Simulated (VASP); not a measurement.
# CeO2 (Fm-3m) in VASP: a series of runs

The runs below take CeO2 through single point, with LDA.

Everything below comes from runs of VASP 6.6.1. Logs are shortened: lines on timing, memory, paths and dates and some standing lists are left out, and cuts for length are marked.

**1. The cell of the first run**

Symmetry: Fm-3m, No. 225, cubic system. The conventional cell has a = 5.297 Å, b = 5.297 Å, c = 5.297 Å, α = 90.00°, β = 90.00°, γ = 90.00°. Ce (site symmetry m-3m) has 8 O at 2.29 Å within 3.0 Å. O (site symmetry -43m) has 4 Ce at 2.29 Å and 6 O at 2.65 Å within 3.0 Å.

**2. Single point, LDA, non-collinear spin, typed start, spin-orbit coupling**

Input file INCAR:

```
ALGO = Normal
EDIFF = 1E-6
ENCUT = 520
GGA = CA
GGA_COMPAT = F
ISIF = 2
ISMEAR = -1
LASPH = T
LCHARG = F
LMAXMIX = 6
LNONCOLLINEAR = T
LORBIT = 11
LORBMOM = T
LREAL = F
LSORBIT = T
LWAVE = F
MAGMOM = 0.577 0.577 0.577 0 0 0 0 0 0
NBANDS = 37
NELM = 150
PREC = Accurate
SIGMA = 0.05
```

Input file KPOINTS:

```
k-points
0
Gamma
  9 9 9
```

Input file POSCAR:

```
CeO2
1.0
    0.0000000000      2.6484579828      2.6484579828
    2.6484579828      0.0000000000      2.6484579828
    2.6484579828      2.6484579828      0.0000000000
Ce O
1 2
Direct
    0.0000000000      0.0000000000      0.0000000000
    0.7500000000      0.7500000000      0.7500000000
    0.2500000000      0.2500000000      0.2500000000
```

Potentials or basis: VASP PAW LDA potentials, release 64 (Ce, O).

The run is started by

```bash
cat potpaw_LDA.64/Ce/POTCAR potpaw_LDA.64/O/POTCAR > POTCAR
mpirun -np 1 vasp_ncl > vasp.out
```

OUTCAR:

```text
EDIFF = 1E-6
   ENCUT = 520
   GGA = CA
   ISIF = 2
   ISMEAR = -1
   LASPH = T
   LNONCOLLINEAR = T
   LORBIT = 11
   LREAL = F
   LSORBIT = T
   NELM = 150
   PREC = Accurate

 ion  position               nearest neighbor table
   1  0.000  0.000  0.000-   2 2.29   2 2.29   2 2.29   2 2.29   3 2.29   3 2.29   3 2.29   3 2.29

   2  0.750  0.750  0.750-   1 2.29   1 2.29   1 2.29   1 2.29
   3  0.250  0.250  0.250-   1 2.29   1 2.29   1 2.29   1 2.29

  LATTYP: Found a face centered cubic cell.
 ALAT       =     5.2969159656

  Lattice vectors:

 A1 = (   0.0000000000,   2.6484579828,   2.6484579828)
 A2 = (   2.6484579828,   0.0000000000,   2.6484579828)
 A3 = (   2.6484579828,   2.6484579828,   0.0000000000)

Analysis of symmetry for initial positions (statically):
=====================================================================
 Subroutine PRICEL returns:
 Original cell was already a primitive cell.

 Routine SETGRP: Setting up the symmetry group for a
 face centered cubic supercell.

 Subroutine GETGRP returns: Found 48 space group operations
 (whereof 48 operations were pure point group operations)
 out of a pool of 48 trial point group operations.

The static configuration has the point symmetry O_h .

Analysis of symmetry for dynamics (positions and initial velocities):
=====================================================================
 Subroutine PRICEL returns:
 Original cell was already a primitive cell.

 Routine SETGRP: Setting up the symmetry group for a
 face centered cubic supercell.

 Subroutine GETGRP returns: Found 48 space group operations
 (whereof 48 operations were pure point group operations)
 out of a pool of 48 trial point group operations.

The dynamic configuration has the point symmetry O_h .

Analysis of structural, dynamic, and magnetic symmetry:
=====================================================================
 Subroutine PRICEL returns:
 Original cell was already a primitive cell.

 Routine SETGRP: Setting up the symmetry group for a
 face centered cubic supercell.

 Subroutine GETGRP returns: Found  6 space group operations
 (whereof  6 operations were pure point group operations)
 out of a pool of 48 trial point group operations.

The overall configuration has the point symmetry S_6 .

 Subroutine INISYM returns: Found  6 space group operations
 (whereof  6 operations are pure point group operations),
 and found     1 'primitive' translations

----------------------------------------------------------------------------------------

                                     Primitive cell

  volume of cell :      37.1543

  direct lattice vectors                    reciprocal lattice vectors
     0.000000000  2.648457983  2.648457983    -0.188789100  0.188789100  0.188789100
     2.648457983  0.000000000  2.648457983     0.188789100 -0.188789100  0.188789100
     2.648457983  2.648457983  0.000000000     0.188789100  0.188789100 -0.188789100

  length of vectors
     3.745485199  3.745485199  3.745485199     0.326992314  0.326992314  0.326992314

  position of ions in fractional coordinates (direct lattice)
     0.000000000  0.000000000  0.000000000
     0.750000000  0.750000000  0.750000000
     0.250000000  0.250000000  0.250000000

  ion indices of the primitive-cell ions
   primitive index   ion index
                 1           1
                 2           2
                 3           3

----------------------------------------------------------------------------------------

 KPOINTS: k-points

Automatic generation of k-mesh.
[... 105 lines left out ...]

 Free energy of the ion-electron system (eV)
  ---------------------------------------------------
  ext. energy  EPLUGINS =         0.00000000
  ---------------------------------------------------
  free energy    TOTEN  =       -29.16215253 eV

  energy without entropy =      -29.16215253  energy(sigma->0) =      -29.16215253

 E-fermi :   6.6319     XC(G=0): -12.1545

 val. band max:        5.6542157754   @ k =  -0.3333   0.2222   0.0000
 cond. band min:       7.6742756695   @ k =   0.1111   0.1111  -0.4444
 fundamental gap:      2.0200598941
 Fermi energy:         6.6318905302

 k-point     1 :       0.0000    0.0000    0.0000
  band No.  band energies     occupation
      1     -26.4155      1.00000
      2     -26.4155      1.00000
      3     -10.4920      1.00000
      4     -10.4920      1.00000
      5     -10.3979      1.00000
      6     -10.3979      1.00000
[... 925 lines left out ...]
     35       8.6620      0.00000
     36       8.6620      0.00000

 [... further k-points ...]

 [bands above 36 left out]

------------------------ aborting loop because EDIFF is reached ----------------------------------------

  FORCE on cell =-STRESS in cart. coord.  units (eV):
  Direction    XX          YY          ZZ          XY          YZ          ZX
  --------------------------------------------------------------------------------------
  -------------------------------------------------------------------------------------
  Total        1.8899094      1.8899094      1.8899094      0.0000079      0.0000079      0.0000079
  in kB       81.4971305     81.4971305     81.4971305      0.0003398      0.0003398      0.0003398
  external PRESSURE =      81.4971305 kB  Pullay stress =       0.0000000 kB

 VOLUME and BASIS-vectors are now :
 -----------------------------------------------------------------------------
  energy-cutoff  :      520.00
  volume of cell :       37.15
      direct lattice vectors                 reciprocal lattice vectors
     0.000000000  2.648457983  2.648457983    -0.188789100  0.188789100  0.188789100
     2.648457983  0.000000000  2.648457983     0.188789100 -0.188789100  0.188789100
     2.648457983  2.648457983  0.000000000     0.188789100  0.188789100 -0.188789100

 POSITION                                       TOTAL-FORCE (eV/Angst)
 -----------------------------------------------------------------------------------
      0.00000      0.00000      0.00000         0.000000      0.000000      0.000000
      3.97269      3.97269      3.97269        -0.000000     -0.000000     -0.000000
      1.32423      1.32423      1.32423         0.000000      0.000000      0.000000
 -----------------------------------------------------------------------------------
    total drift:                                0.000000      0.000000      0.000000

  FREE ENERGIE OF THE ION-ELECTRON SYSTEM (eV)
  ---------------------------------------------------
  free  energy   TOTEN  =       -29.1621525295 eV

  energy  without entropy=      -29.1621525284  energy(sigma->0) =      -29.16215253

 orbital moment (x)

 # of ion     p       d       f       tot
 ------------------------------------------------
  1         0.000   0.000  -0.000  -0.000
  2        -0.000   0.000   0.000  -0.000
  3        -0.000   0.000   0.000  -0.000
 ------------------------------------------------
           -0.000   0.000  -0.000  -0.000

 orbital moment (y)

 # of ion     p       d       f       tot
 ------------------------------------------------
  1         0.000   0.000  -0.000  -0.000
  2        -0.000   0.000   0.000  -0.000
  3        -0.000   0.000   0.000  -0.000
 ------------------------------------------------
           -0.000   0.000  -0.000  -0.000

 orbital moment (z)

 # of ion     p       d       f       tot
 ------------------------------------------------
  1         0.000   0.000  -0.000  -0.000
  2        -0.000   0.000   0.000  -0.000
  3        -0.000   0.000   0.000  -0.000
 ------------------------------------------------
           -0.000   0.000  -0.000  -0.000

 Spin-Orbit-Coupling matrix elements

 Ion:    1  E_soc:     -0.6916755
 l=   1
     0.0000000    -0.1124524    -0.1124524
    -0.1124524     0.0000000    -0.1124524
    -0.1124524    -0.1124524     0.0000000
 l=   2
     0.0000000    -0.0001968     0.0000000    -0.0001968    -0.0006009
    -0.0001968     0.0000000    -0.0004507    -0.0001968    -0.0001502
     0.0000000    -0.0004507     0.0000000    -0.0004507     0.0000000
    -0.0001968    -0.0001968    -0.0004507     0.0000000    -0.0001502
    -0.0006009    -0.0001502     0.0000000    -0.0001502     0.0000000
 l=   3
     0.0000000    -0.0001990     0.0000000     0.0000000     0.0000000    -0.0001875    -0.0014469
    -0.0001990     0.0000000    -0.0003317     0.0000000    -0.0003317    -0.0005308    -0.0001990
     0.0000000    -0.0003317     0.0000000    -0.0010213    -0.0000515    -0.0002896     0.0000000
     0.0000000     0.0000000    -0.0010213     0.0000000    -0.0010213     0.0000000     0.0000000
[... 29 lines left out ...]
 l=   2
     0.0000000     0.0000000     0.0000000     0.0000000     0.0000000
     0.0000000     0.0000000     0.0000000     0.0000000     0.0000000
     0.0000000     0.0000000     0.0000000     0.0000000     0.0000000
     0.0000000     0.0000000     0.0000000     0.0000000     0.0000000
     0.0000000     0.0000000     0.0000000     0.0000000     0.0000000
 l=   3
     0.0000000     0.0000000     0.0000000     0.0000000     0.0000000     0.0000000     0.0000000
     0.0000000     0.0000000     0.0000000     0.0000000     0.0000000     0.0000000     0.0000000
     0.0000000     0.0000000     0.0000000     0.0000000     0.0000000     0.0000000     0.0000000
     0.0000000     0.0000000     0.0000000     0.0000000     0.0000000     0.0000000     0.0000000
     0.0000000     0.0000000     0.0000000     0.0000000     0.0000000     0.0000000     0.0000000
     0.0000000     0.0000000     0.0000000     0.0000000     0.0000000     0.0000000     0.0000000
     0.0000000     0.0000000     0.0000000     0.0000000     0.0000000     0.0000000     0.0000000

 total charge

# of ion       s       p       d       f       tot
--------------------------------------------------
    1        2.033   5.815   0.995   1.031   9.874
    2        1.571   3.449   0.000   0.000   5.019
    3        1.571   3.449   0.000   0.000   5.019
--------------------------------------------------
tot          5.174  12.712   0.995   1.031  19.913

 magnetization (x)

# of ion       s       p       d       f       tot
--------------------------------------------------
    1        0.000   0.000  -0.000  -0.000  -0.000
    2        0.000   0.000   0.000   0.000   0.000
    3        0.000   0.000   0.000   0.000   0.000
--------------------------------------------------
tot          0.000   0.000  -0.000  -0.000   0.000

 magnetization (y)

# of ion       s       p       d       f       tot
--------------------------------------------------
    1        0.000   0.000  -0.000  -0.000  -0.000
    2        0.000   0.000   0.000   0.000   0.000
    3        0.000   0.000   0.000   0.000   0.000
--------------------------------------------------
tot          0.000   0.000  -0.000  -0.000   0.000

 magnetization (z)

# of ion       s       p       d       f       tot
--------------------------------------------------
    1        0.000   0.000  -0.000  -0.000  -0.000
    2        0.000   0.000   0.000   0.000   0.000
    3        0.000   0.000   0.000   0.000   0.000
--------------------------------------------------
tot          0.000   0.000  -0.000  -0.000   0.000
```

It took 22 min on 1 thread of Oxide Virtual Turin-like, shared host; peak memory 0.37 GiB.

What came out:

* Free energy: -29.1622 eV
* Pressure: 8.1 GPa
* Net moment: 0.00 μB per cell
* Valence electrons inside the program's atomic spheres: Ce 9.87; O 5.02

Moments on the atoms (μB; x, y, z):
```
Ce  0.00 0.00 0.00
O   0.00 0.00 0.00
O   0.00 0.00 0.00
```

Caveat: the magnetic or orbital state may not be the lowest; the cell stands under pressure. The state reached can hang on the start; a lower one may exist.

(Continued in part 2 of 2.)
